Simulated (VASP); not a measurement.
## H3CF: single point with LDA

H3CF:

```
CELL_PARAMETERS angstrom
3.45588 0.00000 0.07888
0.00000 7.40748 0.00000
-2.17746 0.00000 5.90598
ATOMIC_POSITIONS crystal
H 0.17376 0.65002 0.39265
H 0.82624 0.15002 0.10735
H 0.82624 0.34998 0.60735
H 0.17376 0.84998 0.89265
H 0.00789 0.62111 0.09130
H 0.99211 0.12111 0.40870
H 0.99211 0.37889 0.90870
H 0.00789 0.87889 0.59130
H 0.70912 0.52588 0.25243
H 0.29088 0.02588 0.24757
H 0.29088 0.47412 0.74757
H 0.70912 0.97412 0.75243
C 0.90721 0.63885 0.23887
C 0.09279 0.13885 0.26113
C 0.09279 0.36115 0.76113
C 0.90721 0.86115 0.73887
F 0.68326 0.79827 0.21099
F 0.31674 0.29827 0.28901
F 0.31674 0.20173 0.78901
F 0.68326 0.70173 0.71099
```

```
Program                : VASP 6.6.1
Task                   : single point
Functional             : LDA
Potentials or basis    : VASP PAW LDA potentials, release 64 (H, C, F)
Cutoff                 : 600 eV
k mesh                 : 2 × 2 × 2
Occupations            : fermi-dirac, width 0.02 eV
Spin                   : no spin polarisation
Dipole correction      : no
Further INCAR settings : ALGO = Normal; EDIFF = 1e-06; NBANDS = 44
```

| Quantity | Value |
| --- | --- |
| Pressure | 0.5 GPa |
| Largest force | 0.383 eV/Å |
| Band gap on the k mesh | 6.98 eV (least direct gap 6.98 eV) |

Forces on the atoms (eV/Å):
```
H    0.026  0.002  0.039
H   -0.026  0.002 -0.039
H   -0.026 -0.002 -0.039
H    0.026 -0.002  0.039
H    0.027 -0.006 -0.034
H   -0.027 -0.006  0.034
H   -0.027  0.006  0.034
H    0.027  0.006 -0.034
H   -0.032 -0.039  0.003
H    0.032 -0.039 -0.003
H    0.032  0.039 -0.003
H   -0.032  0.039  0.003
C    0.174 -0.283  0.044
C   -0.174 -0.283 -0.044
C   -0.174  0.283 -0.044
C    0.174  0.283  0.044
F   -0.197  0.325 -0.051
F    0.197  0.325  0.051
F    0.197 -0.325  0.051
F   -0.197 -0.325 -0.051
```

Stress tensor (GPa, compression positive):
```
 0.33  0.00  0.15
 0.00  1.24  0.00
 0.15  0.00 -0.15
```

Levels at points of the mesh, in eV from the valence-band top:
```tsv
k point	band 26	band 27	band 28	band 29	band 30	band 31
(0.00, 0.00, 0.00)	-0.60	-0.12	-0.01	6.98	7.29	7.41
(0.50, 0.00, 0.00)	-0.47	-0.36	-0.31	7.08	7.88	8.34
(0.00, 0.50, 0.00)	-0.70	0.00	0.00	7.09	7.09	8.38
(0.50, 0.50, 0.00)	-0.55	-0.24	-0.24	7.76	7.76	8.35
(0.00, 0.00, 0.50)	-0.71	-0.40	-0.40	7.78	7.78	8.56
(0.50, 0.00, 0.50)	-0.64	-0.49	-0.49	7.66	7.66	8.94
(0.00, 0.50, 0.50)	-0.69	-0.48	-0.48	8.13	8.13	8.23
(0.50, 0.50, 0.50)	-0.60	-0.52	-0.52	8.15	8.15	8.37
```

It took 2.4 min on 1 thread of Intel Xeon 8259CL, with other jobs on the host, peak memory 0.24 GiB.

Caveat: the k points lie up to 0.93 Å⁻¹ apart. A k mesh can miss the band edges.
